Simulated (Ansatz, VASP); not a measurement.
MgO: VASP beside Ansatz

File INCAR:

```
  PREC = Accurate
  ENCUT = 600
  EDIFF = 1E-6
  ISMEAR = 0
  SIGMA = 0.1
  LREAL = False
  LASPH = True
  NELM = 120
  ALGO = Normal
  ISIF = 2
  LWAVE = False
  LCHARG = False
  GGA = PE
  NBANDS = 11
  GGA_COMPAT = False
```

KPOINTS

```
regular mesh
0
Gamma
  8 8 8
```

POSCAR

```
MgO
1.0
    0.0000000000      2.1050000000      2.1050000000
    2.1050000000      0.0000000000      2.1050000000
    2.1050000000      2.1050000000      0.0000000000
Mg O
1 1
Direct
    0.0000000000      0.0000000000      0.0000000000
    0.5000000000      0.5000000000      0.5000000000
```

Input for Ansatz:

```yaml
crystal:
  lattice:
    - [0.0, 2.105, 2.105]
    - [2.105, 0.0, 2.105]
    - [2.105, 2.105, 0.0]
  atoms:
    - { symbol: Mg, position: [0.0, 0.0, 0.0] }
    - { symbol: O, position: [0.5, 0.5, 0.5] }
basis:
  ecutwfc: 420
kpoints:
  mp_grid: { grid: [8, 8, 8] }
hamiltonian:
  xc: pbe
  pseudopotentials: { kind: paw }
scf:
  occupations: { method: gaussian, width: 0.1 }
output:
  forces: true
  stress: true
  eigenvalues: true
```

Alike in both runs: task single point; functional PBE; k mesh 8 × 8 × 8; occupations gaussian, width 0.1 eV; no spin polarisation.

|  | VASP | Ansatz |
| --- | --- | --- |
| version | VASP 6.6.1 | Ansatz 0.2.0 |
| potentials or method | VASP PAW PBE potentials, release 64 (Mg, O), cutoff 600 eV | scalar-relativistic, plane waves, PAW |
| valence electrons in the cell | 8 | 16 |

```tsv
	VASP	Ansatz	Ansatz less VASP
gap on the k mesh at the Fermi level (eV)	4.74	4.76	+0.015
least direct gap on the mesh (eV)	4.74	4.76	+0.015
pressure (GPa)	3.9	4.9	+0.98
```

VASP's potentials hold 8 valence electrons a cell and Ansatz's 16, so a difference there can come from the potentials and not from the codes.
